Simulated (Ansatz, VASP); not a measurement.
Two plane-wave programs on HfC

```
CELL_PARAMETERS angstrom
0.02174 2.32500 2.32500
2.34674 0.00000 2.34674
2.32500 2.32500 0.02174
ATOMIC_POSITIONS crystal
Hf 0.50000 0.50000 0.50000
C 0.00000 0.00000 0.00000
```

Change from the starting cell: strain +0.0187 x Voigt [0, 0, 0, 0, 1, 0], atoms carried along.

Alike in both runs: task single point; functional PBE; k mesh 18 × 18 × 18; occupations gaussian, width 0.15 eV; no spin polarisation.

```csv
,VASP,Ansatz
version,VASP 6.6.1,Ansatz 0.2.0
potentials or method,"VASP PAW PBE potentials, release 64 (Hf_pv, C), cutoff 520 eV","scalar-relativistic, plane waves, PAW"
valence electrons in the cell,14,30
```

Ansatz gave:

| Quantity | Value |
| --- | --- |
| gap on the k mesh at the Fermi level (eV) | none |
| pressure (GPa) | 0.2 |
| traceless stress, the component that is largest in VASP (GPa) | -3.20 |

Q: Estimate VASP's values.

A: gap on the k mesh at the Fermi level (eV): none; pressure (GPa): -0.4; traceless stress, the component that is largest in VASP (GPa): -3.20.

A gap of «none» marks a metal or a gap that the smearing closes. With one functional, cell and mesh, what is left measures potentials, basis and numerics. VASP's potentials hold 14 valence electrons a cell and Ansatz's 30, so a difference there can come from the potentials and not from the codes.

Neither program's run includes spin-orbit coupling.
